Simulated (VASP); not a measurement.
# Cu (I4/mmm) in VASP: further runs

Cu is run at these levels: PBEsol; tasks: single point.

All numbers are computed with VASP 6.6.1; they aren't measurements. Logs are shortened: lines on timing, memory, paths and dates and some standing lists are left out, and cuts for length are marked.

## 1. The cell of the first run

The structure is tetragonal, space group I4/mmm (No. 139). Conventional cell: a = 2.646 Å, b = 2.646 Å, c = 3.474 Å, α = 90.00°, β = 90.00°, γ = 90.00°. Cu (site symmetry 4/mmm) has 12 Cu at 2.55 to 2.65 Å within 3.4 Å.

## 2. Single point, PBEsol (strain +0.050 along x and y, -0.025 along z)

The input, INCAR:

```
PREC = Accurate
ENCUT = 520
EDIFF = 1E-6
ISMEAR = 0
SIGMA = 0.15
LREAL = False
LASPH = True
NELM = 60
ALGO = Fast
ISIF = 2
LWAVE = False
LCHARG = False
GGA = PS
NBANDS = 12
```

The input, KPOINTS:

```
regular mesh
0
Gamma
  28 28 28
```

The input, POSCAR:

```
Cu
1.0
    0.0000000000      1.8707703092      1.7371438586
    1.8707703092      0.0000000000      1.7371438586
    1.8707703092      1.8707703092      0.0000000000
Cu
1
Direct
    0.0000000000      0.0000000000      0.0000000000
```

Potentials or basis: VASP PAW PBE potentials, release 64 (Cu).

The run is started by

```bash
> cat potpaw_PBE.64/Cu/POTCAR > POTCAR
> mpirun -np 1 vasp_std > vasp.out
```

OUTCAR:

```text
PREC = Accurate
   ENCUT = 520
   EDIFF = 1E-6
   ISMEAR = 0
   LREAL = False
   LASPH = True
   NELM = 60
   ISIF = 2
   GGA = PS

 ion  position               nearest neighbor table
   1  0.000  0.000  0.000-

  LATTYP: Found a body centered tetragonal cell.
 ALAT       =     2.6456687434
 C/A-ratio  =     1.3131983080

  Lattice vectors:

 A1 = (   0.0000000000,  -1.8707703092,  -1.7371438586)
 A2 = (   0.0000000000,   1.8707703092,  -1.7371438586)
 A3 = (   1.8707703092,   0.0000000000,   1.7371438586)

Analysis of symmetry for initial positions (statically):
=====================================================================
 Subroutine PRICEL returns:
 Original cell was already a primitive cell.

 Routine SETGRP: Setting up the symmetry group for a
 body centered tetragonal supercell.

 Subroutine GETGRP returns: Found 16 space group operations
 (whereof 16 operations were pure point group operations)
 out of a pool of 16 trial point group operations.

The static configuration has the point symmetry D_4h.

Analysis of symmetry for dynamics (positions and initial velocities):
=====================================================================
 Subroutine PRICEL returns:
 Original cell was already a primitive cell.

 Routine SETGRP: Setting up the symmetry group for a
 body centered tetragonal supercell.

 Subroutine GETGRP returns: Found 16 space group operations
 (whereof 16 operations were pure point group operations)
 out of a pool of 16 trial point group operations.

The dynamic configuration has the point symmetry D_4h.

 Subroutine INISYM returns: Found 16 space group operations
 (whereof 16 operations are pure point group operations),
 and found     1 'primitive' translations

----------------------------------------------------------------------------------------

                                     Primitive cell

  volume of cell :      12.1592

  direct lattice vectors                    reciprocal lattice vectors
     0.000000000  1.870770309  1.737143859    -0.267269583  0.267269583  0.287828781
     1.870770309  0.000000000  1.737143859     0.267269583 -0.267269583  0.287828781
     1.870770309  1.870770309  0.000000000     0.267269583  0.267269583 -0.287828781

  length of vectors
     2.552929755  2.552929755  2.645668743     0.475091009  0.475091009  0.475091009

  position of ions in fractional coordinates (direct lattice)
[... 83 lines left out ...]
   ISIF   =      2    stress and relaxation
   ISYM   =      2    0-nonsym 1-usesym 2-fastsym
   POTIM  = 0.5000    time-step for ionic-motion
   TEBEG  =    0.0;   TEEND  =   0.0 temperature during run
   PSTRESS=    0.0 pullay stress
   NELECT =      11.0000    total number of electrons
   NUPDOWN=      -1.0000    fix difference up-down
   EMIN   =  10.00;   EMAX   =-10.00  energy-range for DOS
   EFERMI =   0.00;   METHOD = LEGACY
   ISMEAR =     0;   SIGMA  =   0.15  broadening in eV -4-tet -1-fermi 0-gaus
   EFERMI_NEDOS =   21; number of points for ismear=-14 and -15
   IALGO  =     68    algorithm
   IMIX   =      4    mixing-type and parameters
     AMIX     =   0.40;   BMIX     =  1.00
     AMIX_MAG =   1.60;   BMIX_MAG =  1.00
  volume/ion in A,a.u.               =      12.16        82.05
  Fermi-wavevector in a.u.,A,eV,Ry     =   1.583325  2.992051 34.108704  2.506919
  Thomas-Fermi vector in A             =   2.683113
   LORBIT       =      0    0 simple, 1 ext, 2 COOP (PROOUT), +10 PAW based schemes
   GGA     = PS    functional components
   LHFCALC =     F    Hartree Fock is set to
   AEXX    =    0.0000 exact exchange contribution
   IVDW    =     0    specifies the selected vdW correction
   LEPSILON=     F    determine dielectric tensor
   LRPA    =     F    only Hartree local field effects (RPA)
 non-spin polarized calculation
 RMM-DIIS sequential band-by-band and
 Gauss-broadening in eV      SIGMA  =   0.15
  energy-cutoff  :      520.00
  volume of cell :       12.16
 maximum number of plane-waves:       344
   NGX =  9   NGY =  9   NGZ =  9

 number of electron      10.9999994 magnetization

 Free energy of the ion-electron system (eV)
  ---------------------------------------------------
  ext. energy  EPLUGINS =         0.00000000
  ---------------------------------------------------
  free energy    TOTEN  =        -4.27999519 eV

  energy without entropy =       -4.27638236  energy(sigma->0) =       -4.27818877

 E-fermi :   7.0415     XC(G=0): -12.7387

 val. band max:        7.0410908918   @ k =   0.4286   0.3214   0.0000
 cond. band min:       7.0419360834   @ k =  -0.3571   0.1786   0.0357
 fundamental gap:      0.0008451917
 Fermi energy:         7.0414928836

 k-point     1 :       0.0000    0.0000    0.0000
  band No.  band energies     occupation
      1      -2.1213      2.00000
      2       4.0102      2.00000
      3       4.0102      2.00000
      4       4.3326      2.00000
      5       4.7244      2.00000
      6       5.0481      2.00000
      7      29.5000      0.00000
      8      31.7608      0.00000
      9      31.7608      0.00000
     10      32.0196      0.00000
     11      34.2007      0.00000
     12      34.3820      0.00000
[... 331 lines left out ...]
 k-point    24 :       0.3214    0.0357    0.0000
  band No.  band energies     occupation
      1       0.9408      2.00000
      2       3.9633      2.00000
      3       4.0585      2.00000
      4       4.3734      2.00000
      5       5.0980      2.00000
      6       5.1849      2.00000
      7      16.4393      0.00000
      8      27.2663      0.00000
      9      27.6346      0.00000
     10      31.9804      0.00000
     11      33.2954      0.00000
     12      34.1206      0.00000

 [... further k-points ...]

------------------------ aborting loop because EDIFF is reached ----------------------------------------

  FORCE on cell =-STRESS in cart. coord.  units (eV):
  Direction    XX          YY          ZZ          XY          YZ          ZX
  --------------------------------------------------------------------------------------
  -------------------------------------------------------------------------------------
  Total       -0.7723016     -0.7723016     -0.5708816      0.0000000     -0.0000000      0.0000000
  in kB     -101.7632131   -101.7632131    -75.2228653      0.0000000     -0.0000000      0.0000000
  external PRESSURE =     -92.9164305 kB  Pullay stress =       0.0000000 kB

 VOLUME and BASIS-vectors are now :
 -----------------------------------------------------------------------------
  energy-cutoff  :      520.00
  volume of cell :       12.16
      direct lattice vectors                 reciprocal lattice vectors
     0.000000000  1.870770309  1.737143859    -0.267269583  0.267269583  0.287828781
     1.870770309  0.000000000  1.737143859     0.267269583 -0.267269583  0.287828781
     1.870770309  1.870770309  0.000000000     0.267269583  0.267269583 -0.287828781

 POSITION                                       TOTAL-FORCE (eV/Angst)
 -----------------------------------------------------------------------------------
      0.00000      0.00000      0.00000        -0.000000      0.000000      0.000000
 -----------------------------------------------------------------------------------
    total drift:                                0.000000      0.000000      0.000000

  FREE ENERGIE OF THE ION-ELECTRON SYSTEM (eV)
  ---------------------------------------------------
  free  energy   TOTEN  =        -4.2799951860 eV

  energy  without entropy=       -4.2763823569  energy(sigma->0) =       -4.27818877
```

OSZICAR:

```text
N       E                     dE             d eps       ncg     rms          rms(c)
DAV:   1     0.417160278622E+02    0.41716E+02   -0.53689E+03 43720   0.152E+03
DAV:   2    -0.399893063311E+01   -0.45715E+02   -0.42142E+02 40508   0.202E+02
DAV:   3    -0.534022679846E+01   -0.13413E+01   -0.13306E+01 46104   0.397E+01
DAV:   4    -0.534867029070E+01   -0.84435E-02   -0.84424E-02 44300   0.279E+00
DAV:   5    -0.534874962539E+01   -0.79335E-04   -0.79334E-04 46688   0.275E-01    0.834E+00
RMM:   6    -0.474135009711E+01    0.60740E+00   -0.39684E+00 49180   0.370E+01    0.507E+00
RMM:   7    -0.429206137352E+01    0.44929E+00   -0.61838E-01 48789   0.143E+01    0.952E-01
RMM:   8    -0.428102828816E+01    0.11033E-01   -0.12569E-02 50586   0.142E+00    0.227E-01
RMM:   9    -0.427994930867E+01    0.10790E-02   -0.28214E-03 51704   0.955E-01    0.266E-02
RMM:  10    -0.427998519787E+01   -0.35889E-04   -0.52703E-04 51022   0.314E-01    0.155E-02
RMM:  11    -0.427999567328E+01   -0.10475E-04   -0.96651E-05 52499   0.114E-01    0.149E-02
RMM:  12    -0.427999475998E+01    0.91330E-06   -0.13416E-05 52986   0.520E-02    0.326E-03
RMM:  13    -0.427999518602E+01   -0.42604E-06   -0.39525E-06 39429   0.205E-02
   1 F= -.42799952E+01 E0= -.42781888E+01  d E =-.361283E-02
```

It took 2.8 min on 1 thread of Intel Xeon Platinum 8488C (Sapphire Rapids), shared host; peak memory 0.32 GiB.

What came out:

```
Free energy : -4.2800 eV
Pressure    : -9.3 GPa
```

Caveat: the cell differs from its parent crystal (strain +0.050 along x and y, -0.025 along z); the PAW data sets were made with another functional, which shifts forces and pressure a little.

[end of part 1 of 2]
